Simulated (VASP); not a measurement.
# PtS2 (P-3m1) in VASP: further runs

Aim: see how the results for PtS2 move with the level of theory and the settings. Levels: LDA, r2SCAN, r2SCAN+D3(BJ). Tasks: single point.

Everything below comes from runs of VASP 6.6.1. Logs are shortened: lines on timing, memory, paths and dates and some standing lists are left out, and cuts for length are marked.

**1. The cell of the first run**

The structure is trigonal, space group P-3m1 (No. 164). Conventional cell: a = 3.553 Å, b = 3.553 Å, c = 5.123 Å, α = 90.00°, β = 90.00°, γ = 120.00°. Pt (site symmetry -3m) has 6 S at 2.39 Å within 3.2 Å. Within 3.2 Å of S (site symmetry 3m) lie 3 Pt at 2.39 Å and 3 S at 3.20 Å.

**2. Single point, LDA**

Input file INCAR:

```
SYSTEM = PtS2
ALGO     = Normal         ! electronic algorithm
EDIFF    = 1E-6           ! SCF threshold, eV
ENCUT    = 520            ! plane-wave cutoff, eV
GGA      = CA             ! functional
ISIF     = 2              ! what is computed and relaxed
ISMEAR   = 0              ! smearing method
LASPH    = .True.         ! aspherical terms in the spheres
LCHARG   = .False.        ! write CHGCAR
LREAL    = .False.        ! projectors in reciprocal space
LWAVE    = .False.        ! write WAVECAR
NBANDS   = 18             ! bands
NELM     = 80             ! most SCF steps
PREC     = Accurate       ! precision mode
SIGMA    = 0.01           ! smearing width, eV
```

Input file KPOINTS:

```
k-points
0
Gamma
  6 6 4
  0 0 0
```

Input file POSCAR:

```
PtS2
1.0
    3.5526240946      0.0000000000      0.0000000000
   -1.7763120473      3.0766627160      0.0000000000
    0.0000000000      0.0000000000      5.1228306135
Pt S
1 2
Direct
    0.0000000000      0.0000000000      0.0000000000
    0.3333333333      0.6666666667      0.2392542175
    0.6666666667      0.3333333333      0.7607457825
```

Potentials or basis: VASP PAW LDA potentials, release 64 (Pt, S).

On the command line:

```
$ cat potpaw_LDA.64/Pt/POTCAR potpaw_LDA.64/S/POTCAR > POTCAR
$ mpirun -np 1 vasp_std > vasp.out
```

OUTCAR:

```text
SYSTEM = PtS2
   EDIFF = 1E-6
   ENCUT = 520
   GGA = CA
   ISIF = 2
   ISMEAR = 0
   LASPH = .True.
   LREAL = .False.
   NELM = 80
   PREC = Accurate

 ion  position               nearest neighbor table
   1  0.000  0.000  0.000-   2 2.39   3 2.39   2 2.39   3 2.39   3 2.39   2 2.39
   2  0.333  0.667  0.239-   1 2.39   1 2.39   1 2.39
   3  0.667  0.333  0.761-   1 2.39   1 2.39   1 2.39

  LATTYP: Found a hexagonal cell.
 ALAT       =     3.5526240946
 C/A-ratio  =     1.4419849883

  Lattice vectors:

 A1 = (   3.5526240946,   0.0000000000,   0.0000000000)
 A2 = (  -1.7763120473,   3.0766627160,   0.0000000000)
 A3 = (   0.0000000000,   0.0000000000,   5.1228306135)

Analysis of symmetry for initial positions (statically):
=====================================================================
 Subroutine PRICEL returns:
 Original cell was already a primitive cell.

 Routine SETGRP: Setting up the symmetry group for a
 hexagonal supercell.

 Subroutine GETGRP returns: Found 12 space group operations
 (whereof 12 operations were pure point group operations)
 out of a pool of 24 trial point group operations.

The static configuration has the point symmetry D_3d.

Analysis of symmetry for dynamics (positions and initial velocities):
=====================================================================
 Subroutine PRICEL returns:
 Original cell was already a primitive cell.

 Routine SETGRP: Setting up the symmetry group for a
 hexagonal supercell.

 Subroutine GETGRP returns: Found 12 space group operations
 (whereof 12 operations were pure point group operations)
 out of a pool of 24 trial point group operations.

The dynamic configuration has the point symmetry D_3d.

 Subroutine INISYM returns: Found 12 space group operations
 (whereof 12 operations are pure point group operations),
 and found     1 'primitive' translations

----------------------------------------------------------------------------------------

                                     Primitive cell

  volume of cell :      55.9937

  direct lattice vectors                    reciprocal lattice vectors
     3.552624095  0.000000000  0.000000000     0.281482074  0.162513751  0.000000000
    -1.776312047  3.076662716  0.000000000     0.000000000  0.325027503  0.000000000
     0.000000000  0.000000000  5.122830613     0.000000000  0.000000000  0.195204580

  length of vectors
     3.552624095  3.552624095  5.122830613     0.325027503  0.325027503  0.195204580

  position of ions in fractional coordinates (direct lattice)
     0.000000000  0.000000000  0.000000000
     0.333333333  0.666666667  0.239254217
     0.666666667  0.333333333  0.760745783

  ion indices of the primitive-cell ions
   primitive index   ion index
                 1           1
                 2           2
                 3           3

----------------------------------------------------------------------------------------

 KPOINTS: k-points

Automatic generation of k-mesh.
 Grid dimensions read from file:
 generate k-points for:    6    6    4

 Generating k-lattice:

  Cartesian coordinates                     Fractional coordinates (reciprocal lattice)
     0.046913679  0.027085625  0.000000000     0.166666667  0.000000000  0.000000000
     0.000000000  0.054171250  0.000000000     0.000000000  0.166666667  0.000000000
     0.000000000  0.000000000  0.048801145     0.000000000  0.000000000  0.250000000

  Length of vectors
     0.054171250  0.054171250  0.048801145

  Shift w.r.t. Gamma in fractional coordinates (k-lattice)
     0.000000000  0.000000000  0.000000000

 Subroutine IBZKPT returns following result:
 ===========================================

 Found     24 irreducible k-points:

 Following reciprocal coordinates:
            Coordinates               Weight
  0.000000  0.000000  0.000000      1.000000
  0.166667  0.000000  0.000000      6.000000
  0.333333 -0.000000  0.000000      6.000000
  0.500000  0.000000  0.000000      3.000000
  0.166667  0.166667  0.000000      6.000000
  0.333333  0.166667  0.000000     12.000000
[... 16 lines left out ...]
  0.333333  0.166667  0.500000     12.000000
  0.333333  0.333333  0.500000      2.000000
   k-points           NKPTS =     24   k-points in BZ     NKDIM =     24   number of bands    NBANDS=     18
   number of dos      NEDOS =    301   number of ions     NIONS =      3
   total plane-waves  NPLWV =  31360
   dimension x,y,z NGX =    28 NGY =   28 NGZ =   40
   dimension x,y,z NGXF=    56 NGYF=   56 NGZF=   80
   ions per type =               1   2
   NGX,Y,Z   is equivalent  to a cutoff of  13.10, 13.10, 12.98 a.u.
   NGXF,Y,Z  is equivalent  to a cutoff of  26.21, 26.21, 25.96 a.u.
 SYSTEM =  PtS2
   PREC   = accura    normal or accurate (medium, high low for compatibility)
   ISTART =      0    job   : 0-new  1-cont  2-samecut
   ICHARG =      2    charge: 1-file 2-atom 10-const
   ISPIN  =      1    spin polarized calculation?
   LNONCOLLINEAR =      F non collinear calculations
   LSORBIT =      F    spin-orbit coupling
   LASPH  =      T    aspherical Exc in radial PAW
   ENCUT  =  520.0 eV  38.22 Ry    6.18 a.u.   6.61  6.61  9.53*2*pi/ulx,y,z
   NELM   =     80;   NELMIN=  2; NELMDL= -5     # of ELM steps
   EDIFF  = 0.1E-05   stopping-criterion for ELM
   LREAL  =      F    real-space projection
   EDIFFG = 0.1E-04   stopping-criterion for IOM
   NSW    =      0    number of steps for IOM
   IBRION =     -1    ionic relax: 0-MD 1-quasi-New 2-CG
   NFREE  =      0    steps in history (QN), initial steepest desc. (CG)
   ISIF   =      2    stress and relaxation
   ISYM   =      2    0-nonsym 1-usesym 2-fastsym
   POTIM  = 0.5000    time-step for ionic-motion
   TEBEG  =    0.0;   TEEND  =   0.0 temperature during run
   PSTRESS=    0.0 pullay stress
   NELECT =      22.0000    total number of electrons
   NUPDOWN=      -1.0000    fix difference up-down
   EMIN   =  10.00;   EMAX   =-10.00  energy-range for DOS
   EFERMI =   0.00;   METHOD = LEGACY
   ISMEAR =     0;   SIGMA  =   0.01  broadening in eV -4-tet -1-fermi 0-gaus
   EFERMI_NEDOS =   21; number of points for ismear=-14 and -15
   IALGO  =     38    algorithm
   IMIX   =      4    mixing-type and parameters
     AMIX     =   0.40;   BMIX     =  1.00
     AMIX_MAG =   1.60;   BMIX_MAG =  1.00
  volume/ion in A,a.u.               =      18.66       125.95
  Fermi-wavevector in a.u.,A,eV,Ry     =   1.199046  2.265869 19.561265  1.437712
  Thomas-Fermi vector in A             =   2.334919
   LORBIT       =      0    0 simple, 1 ext, 2 COOP (PROOUT), +10 PAW based schemes
   GGA     = CA    functional components
   LHFCALC =     F    Hartree Fock is set to
   AEXX    =    0.0000 exact exchange contribution
   IVDW    =     0    specifies the selected vdW correction
   LEPSILON=     F    determine dielectric tensor
   LRPA    =     F    only Hartree local field effects (RPA)
 non-spin polarized calculation
 Gauss-broadening in eV      SIGMA  =   0.01
  energy-cutoff  :      520.00
  volume of cell :       55.99
 maximum number of plane-waves:      1536
 NGX is ok and might be reduce to    28
   NGX = 13   NGY = 13   NGZ = 19

 number of electron      21.9999996 magnetization

 Free energy of the ion-electron system (eV)
  ---------------------------------------------------
  ext. energy  EPLUGINS =         0.00000000
  ---------------------------------------------------
  free energy    TOTEN  =       -18.14504487 eV

  energy without entropy =      -18.14504487  energy(sigma->0) =      -18.14504487

 E-fermi :   6.4132     XC(G=0): -10.8495

 val. band max:        6.2992894431   @ k =   0.0000   0.1667   0.2500
 cond. band min:       7.0350043423   @ k =   0.0000   0.3333   0.2500
 fundamental gap:      0.7357148992
 Fermi energy:         6.4132407723

 k-point     1 :       0.0000    0.0000    0.0000
  band No.  band energies     occupation
      1      -8.7914      2.00000
      2      -5.9335      2.00000
      3      -0.5327      2.00000
      4      -0.2038      2.00000
      5      -0.2038      2.00000
      6       2.5563      2.00000
[... 10 lines left out ...]
     17      14.2977      0.00000
     18      18.5592      0.00000

 k-point     2 :       0.1667    0.0000    0.0000
  band No.  band energies     occupation
      1      -8.4452      2.00000
      2      -6.0870      2.00000
      3      -0.1897      2.00000
      4       0.0044      2.00000
      5       0.0478      2.00000
      6       1.9816      2.00000
[... 10 lines left out ...]
     17      15.2704      0.00000
     18      16.1075      0.00000

 k-point     3 :       0.3333   -0.0000    0.0000
  band No.  band energies     occupation
      1      -7.5817      2.00000
      2      -6.3982      2.00000
      3      -0.1178      2.00000
      4       0.3577      2.00000
      5       0.8441      2.00000
      6       1.0993      2.00000
[... 10 lines left out ...]
     17      15.0231      0.00000
     18      15.6628      0.00000

 k-point     4 :       0.5000    0.0000    0.0000
  band No.  band energies     occupation
      1      -6.8916      2.00000
      2      -6.6771      2.00000
      3      -0.9256      2.00000
      4       0.4488      2.00000
      5       1.1839      2.00000
      6       2.1128      2.00000
[... 375 lines left out ...]
      4       0.0903      2.00000
      5       0.9976      2.00000
      6       1.6300      2.00000
[... 10 lines left out ...]
     17      15.1330      0.00000
     18      15.4857      0.00000

 k-point    23 :       0.3333    0.1667    0.5000
  band No.  band energies     occupation
      1      -6.9033      2.00000
      2      -6.6187      2.00000
      3      -0.6364      2.00000
      4       0.1165      2.00000
      5       0.9542      2.00000
      6       1.7935      2.00000
[... 10 lines left out ...]
     17      15.1551      0.00000
     18      16.5028      0.00000

 k-point    24 :       0.3333    0.3333    0.5000
  band No.  band energies     occupation
      1      -6.6359      2.00000
      2      -6.6359      2.00000
      3       0.0629      2.00000
      4       0.0629      2.00000
      5       0.2018      2.00000
      6       2.0303      2.00000
[... 10 lines left out ...]
     17      14.0696      0.00000
     18      16.7682      0.00000

------------------------ aborting loop because EDIFF is reached ----------------------------------------

  FORCE on cell =-STRESS in cart. coord.  units (eV):
  Direction    XX          YY          ZZ          XY          YZ          ZX
  --------------------------------------------------------------------------------------
  -------------------------------------------------------------------------------------
  Total       -1.3368455     -1.3368455     -1.5608666      0.0000000      0.0000000      0.0000000
  in kB      -38.2518683    -38.2518683    -44.6619048      0.0000000      0.0000000      0.0000000
  external PRESSURE =     -40.3885471 kB  Pullay stress =       0.0000000 kB

 VOLUME and BASIS-vectors are now :
 -----------------------------------------------------------------------------
  energy-cutoff  :      520.00
  volume of cell :       55.99
      direct lattice vectors                 reciprocal lattice vectors
     3.552624095  0.000000000  0.000000000     0.281482074  0.162513751  0.000000000
    -1.776312047  3.076662716  0.000000000     0.000000000  0.325027503  0.000000000
     0.000000000  0.000000000  5.122830613     0.000000000  0.000000000  0.195204580

 POSITION                                       TOTAL-FORCE (eV/Angst)
 -----------------------------------------------------------------------------------
      0.00000      0.00000      0.00000        -0.000000      0.000000     -0.000000
     -0.00000      2.05111      1.22566        -0.000000      0.000000     -0.338085
      1.77631      1.02555      3.89717         0.000000     -0.000000      0.338085
 -----------------------------------------------------------------------------------
    total drift:                                0.000000     -0.000000     -0.000000

  FREE ENERGIE OF THE ION-ELECTRON SYSTEM (eV)
  ---------------------------------------------------
  free  energy   TOTEN  =       -18.1450448654 eV

  energy  without entropy=      -18.1450448654  energy(sigma->0) =      -18.14504487
```

Run time: 8 s. Hardware: 1 thread of Intel Xeon 6975P-C (Granite Rapids), shared host; peak memory 0.16 GiB.

Results:

* Free energy: -18.1450 eV
* Pressure: -4.0 GPa
* Largest force: 0.338 eV/Å
* Band gap on the k mesh: 0.74 eV, indirect (least direct gap 1.33 eV)

Forces on the atoms (eV/Å):
```
Pt   0.000  0.000  0.000
S    0.000  0.000 -0.338
S    0.000  0.000  0.338
```

Stress tensor (GPa, compression positive):
```
-3.83  0.00  0.00
 0.00 -3.83  0.00
 0.00  0.00 -4.47
```

Levels at points of the mesh, in eV from the valence-band top:
```csv
k point,band 9,band 10,band 11,band 12,band 13,band 14
"(0.00, 0.00, 0.00)",-1.01,-1.01,-0.01,2.10,2.10,4.61
"(0.50, 0.00, 0.00)",-3.03,-2.94,-2.41,1.48,2.55,5.35
"(0.00, 0.00, 0.50)",-1.25,-1.25,-1.08,2.63,2.63,5.43
"(0.50, 0.00, 0.50)",-2.69,-2.67,-1.39,1.72,2.17,4.99
```

Caveat: spin-orbit coupling is left out, which moves the levels of the heavy elements. As with any semilocal functional, this LDA gap is likely too small.

**3. Single point, r2SCAN**

POSCAR is that of step 2.

Input file INCAR.step1:

```
  ALGO = Normal
  EDIFF = 1E-4
  ENCUT = 520
  GGA = PE
  ISMEAR = 0
  LASPH = True
  LCHARG = False
  LREAL = False
  LWAVE = True
  NBANDS = 18
  NELM = 60
  PREC = Accurate
  SIGMA = 0.01
```

Input file INCAR.step2:

```
  ALGO = Normal
  EDIFF = 1E-7
  ENCUT = 520
  ISIF = 2
  ISMEAR = 0
  ISTART = 1
  LASPH = True
  LCHARG = False
  LMIXTAU = True
  LREAL = False
  LWAVE = False
  METAGGA = R2SCAN
  NBANDS = 18
  NELM = 60
  PREC = Accurate
  SIGMA = 0.01
```

Input file KPOINTS:

```
k-points
0
Gamma
  6 6 4
```

Potentials or basis: VASP PAW PBE potentials, release 64 (Pt, S).

On the command line:

```
$ cat potpaw_PBE.64/Pt/POTCAR potpaw_PBE.64/S/POTCAR > POTCAR
$ cp INCAR.step1 INCAR
$ mpirun -np 1 vasp_std > vasp.out
$ cp INCAR.step2 INCAR
$ mpirun -np 1 vasp_std > vasp.out
```

Wall time 52 s (1 thread of Intel Xeon 6975P-C (Granite Rapids), shared host); peak memory 0.18 GiB.

It converged, with:

```yaml
Free_energy: -68.8494 eV
Pressure: 1.2 GPa
Largest_force: 0.048 eV/Å
Band_gap_on_the_k_mesh: 0.98 eV, indirect (least direct gap 1.59 eV)
```

Forces on the atoms (eV/Å):
```
Pt   0.000  0.000  0.000
S    0.000  0.000 -0.048
S    0.000  0.000  0.048
```

Stress tensor (GPa, compression positive):
```
1.22 0.00 0.00
0.00 1.22 0.00
0.00 0.00 1.30
```

Levels at points of the mesh, in eV from the valence-band top:
```
           k point  band 8  band 9  band 10  band 11  band 12  band 13  band 14  band 15
(0.00, 0.00, 0.00)   -2.08   -1.07    -1.07     0.00     2.29     2.29     5.22     6.04
(0.50, 0.00, 0.00)   -3.21   -3.20    -3.08    -2.48     1.73     2.75     5.81     6.98
(0.00, 0.00, 0.50)   -2.63   -1.31    -1.31    -1.11     2.82     2.82     6.05     7.64
(0.50, 0.00, 0.50)   -3.22   -2.80    -2.80    -1.46     1.91     2.42     5.48     5.92
```

Caveat: the PAW data sets were made with another functional, which shifts forces and pressure a little; spin-orbit coupling is left out, which moves the levels of the heavy elements. r2SCAN opens gaps a little over a GGA but as a rule still falls short of measured ones.

**4. Single point, r2SCAN**

POSCAR is that of step 3.

Input file INCAR.step1:

```
SYSTEM = PtS2
PREC     = Accurate       ! precision mode
ENCUT    = 520            ! plane-wave cutoff, eV
ISMEAR   = -1             ! smearing method
SIGMA    = 0.001          ! smearing width, eV
LREAL    = .FALSE.        ! projectors in reciprocal space
LASPH    = .TRUE.         ! aspherical terms in the spheres
NELM     = 60             ! most SCF steps
NBANDS   = 18             ! bands
GGA      = PE             ! functional
ALGO     = Normal         ! electronic algorithm
EDIFF    = 1E-4           ! SCF threshold, eV
LWAVE    = .TRUE.         ! write WAVECAR
LCHARG   = .FALSE.        ! write CHGCAR
```

Input file INCAR.step2:

```
SYSTEM = PtS2
PREC     = Accurate       ! precision mode
ENCUT    = 520            ! plane-wave cutoff, eV
EDIFF    = 1E-7           ! SCF threshold, eV
ISMEAR   = -1             ! smearing method
SIGMA    = 0.001          ! smearing width, eV
LREAL    = .FALSE.        ! projectors in reciprocal space
LASPH    = .TRUE.         ! aspherical terms in the spheres
NELM     = 60             ! most SCF steps
ALGO     = Normal         ! electronic algorithm
ISIF     = 2              ! what is computed and relaxed
LWAVE    = .FALSE.        ! write WAVECAR
LCHARG   = .FALSE.        ! write CHGCAR
METAGGA  = R2SCAN         ! meta-GGA
LMIXTAU  = .TRUE.       
NBANDS   = 18             ! bands
ISTART   = 1
```

Input file KPOINTS:

```
Automatic mesh
0
G
  6 6 4
  0 0 0
```

On the command line:

```
$ cat potpaw_PBE.64/Pt/POTCAR potpaw_PBE.64/S/POTCAR > POTCAR
$ cp INCAR.step1 INCAR
$ mpirun -np 1 vasp_std > vasp.out
$ cp INCAR.step2 INCAR
$ mpirun -np 1 vasp_std > vasp.out
```

It took 53 s on 1 thread of Intel Xeon 6975P-C (Granite Rapids), shared host; peak memory 0.18 GiB.

The run converged. Its results:

- Free energy: -68.8494 eV
- Pressure: 1.2 GPa
- Largest force: 0.048 eV/Å
- Band gap on the k mesh: 0.98 eV, indirect (least direct gap 1.59 eV)

Forces on the atoms (eV/Å):
```
Pt   0.000  0.000  0.000
S    0.000  0.000 -0.048
S    0.000  0.000  0.048
```

Stress tensor (GPa, compression positive):
```
1.22 0.00 0.00
0.00 1.22 0.00
0.00 0.00 1.30
```

Levels at points of the mesh, in eV from the valence-band top:
| k point | band 8 | band 9 | band 10 | band 11 | band 12 | band 13 | band 14 | band 15 |
| --- | --- | --- | --- | --- | --- | --- | --- | --- |
| (0.00, 0.00, 0.00) | -2.08 | -1.07 | -1.07 | 0.00 | 2.29 | 2.29 | 5.22 | 6.04 |
| (0.50, 0.00, 0.00) | -3.21 | -3.20 | -3.08 | -2.48 | 1.73 | 2.75 | 5.81 | 6.98 |
| (0.00, 0.00, 0.50) | -2.63 | -1.31 | -1.31 | -1.11 | 2.82 | 2.82 | 6.05 | 7.64 |
| (0.50, 0.00, 0.50) | -3.22 | -2.80 | -2.80 | -1.46 | 1.91 | 2.42 | 5.48 | 5.92 |

Caveat: the PAW data sets were made with another functional, which shifts forces and pressure a little; spin-orbit coupling is left out, which moves the levels of the heavy elements. r2SCAN opens gaps a little over a GGA but as a rule still falls short of measured ones.

[end of part 1 of 2]
